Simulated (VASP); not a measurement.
Input of a VASP 6.6.1 run:

File INCAR:

```
SYSTEM = TiSi16
  PREC = Accurate
  ENCUT = 520
  EDIFF = 1E-7
  ISMEAR = -1
  SIGMA = 0.05
  LREAL = Auto
  LASPH = .TRUE.
  NELM = 100
  ALGO = Normal
  ISIF = 2
  LWAVE = .FALSE.
  LCHARG = .TRUE.
  GGA = PE
  LELF = .TRUE.
  LVHAR = .TRUE.
  NBANDS = 52
```

Contents of KPOINTS:

```
Automatic mesh
0
G
  2 2 2
  0 0 0
```

Contents of POSCAR:

```
TiSi16
1.0
    0.0000000000      5.4300000000      5.4300000000
    5.4300000000      0.0000000000      5.4300000000
    5.4300000000      5.4300000000      0.0000000000
Si Ti
16 1
Direct
    0.0000352670     -0.0000999079      0.0000196133
    0.1208458564      0.1211219153      0.1210327808
   -0.0039026703     -0.0030717311      0.5034802026
    0.1209233886      0.1210950276      0.6370121547
   -0.0038597606      0.5035890424     -0.0033949355
    0.1209860037      0.6369480663      0.1210513812
   -0.0037908840      0.5036943831      0.5037571823
    0.1290069982      0.6239467772      0.6236491713
    0.5032563536     -0.0030767956     -0.0034421731
    0.6369766114      0.1211255985      0.1210191529
    0.5034325967     -0.0030784530      0.5034244936
    0.6232056169      0.1298415285      0.6236310313
    0.5036160221      0.5035451197     -0.0034134438
    0.6232338858      0.6239559853      0.1294697974
    0.4996477901      0.5004741252      0.5001043278
    0.6232804788      0.6239456722      0.6236386740
    0.2498120626      0.2502328729      0.2500669429
```

Potentials or basis: VASP PAW PBE potentials, release 64 (Si, Ti_sv).

Run with:

```bash
$ cat potpaw_PBE.64/Si/POTCAR potpaw_PBE.64/Ti_sv/POTCAR > POTCAR
$ mpirun -np 1 vasp_std > vasp.out
```

(1) Estimate the band gap on the k mesh.

(2) Estimate the largest force.

(3) Estimate the pressure.

Answers

(1) zero (bands 38 and 39 overlap by 0.44 eV).

(2) 0.024 eV/Å.

(3) 4.0 GPa.

Caveat: the k points lie up to 0.50 Å⁻¹ apart.
